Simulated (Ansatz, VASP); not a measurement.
# TaN: VASP beside Ansatz

Contents of INCAR:

```
SYSTEM = TaN
  PREC = Accurate
  ENCUT = 520
  EDIFF = 1E-6
  ISMEAR = 0
  SIGMA = 0.15
  LREAL = .False.
  LASPH = .True.
  NELM = 80
  ALGO = Normal
  ISIF = 2
  LWAVE = .False.
  LCHARG = .True.
  GGA = PS
  LELF = .True.
  LVHAR = .True.
  NBANDS = 15
```

The input KPOINTS:

```
Automatic mesh
0
Gamma
  18 18 16
  0 0 0
```

POSCAR

```
TaN
1.0
    2.9379988584      0.0000000000      0.0000000000
   -1.4689994292      2.5443816477      0.0000000000
    0.0000000000      0.0000000000      2.8830000000
Ta N
1 1
Direct
    0.3565808816      0.6836850531      0.5150195179
    0.0000000000      0.0000000000      0.0000000000
```

Input for Ansatz:

```yaml
crystal:
  lattice:
    - [2.9379988584, 0.0, 0.0]
    - [-1.4689994292, 2.5443816477, 0.0]
    - [0.0, 0.0, 2.883]
  atoms:
    - { symbol: Ta, position: [0.3565808816, 0.6836850531, 0.5150195179] }
    - { symbol: "N", position: [0.0, 0.0, 0.0] }
basis:
  ecutwfc: 420
kpoints:
  mp_grid: { grid: [18, 18, 16] }
hamiltonian:
  xc: pbesol
scf:
  occupations: { method: gaussian, width: 0.15 }
output:
  forces: true
  stress: true
  eigenvalues: true
```

Change from the starting cell: all Ta atoms moved +0.075 Å, as atom 1 along Cartesian [1 1 1].

Alike in both runs: task single point; functional PBEsol; k mesh 18 × 18 × 16; occupations gaussian, width 0.15 eV; no spin polarisation.

|  | VASP | Ansatz |
| --- | --- | --- |
| version | VASP 6.6.1 | Ansatz 0.2.0 |
| potentials or method | VASP PAW PBE potentials, release 64 (Ta_pv, N), cutoff 520 eV | scalar-relativistic, plane waves, PAW |
| valence electrons in the cell | 16 | 18 |

|  | VASP | Ansatz | Ansatz less VASP |
| --- | --- | --- | --- |
| gap on the k mesh at the Fermi level (eV) | none | none | - |
| pressure (GPa) | -3.2 | -3.9 | -0.79 |
| traceless stress, the component that is largest in VASP (GPa) | 0.81 | 0.77 | -0.044 |
| rms of the force components (eV/Å) | 0.590 | 0.586 | -0.0045 |

VASP's potentials were made for PBE, not for PBEsol. Atom by atom the forces differ by 0.005 eV/Å (rms over components). A gap of «none» marks a metal or a gap that the smearing closes. VASP's potentials hold 16 valence electrons a cell and Ansatz's 18, so a difference there can come from the potentials and not from the codes.

Neither program's run includes spin-orbit coupling.
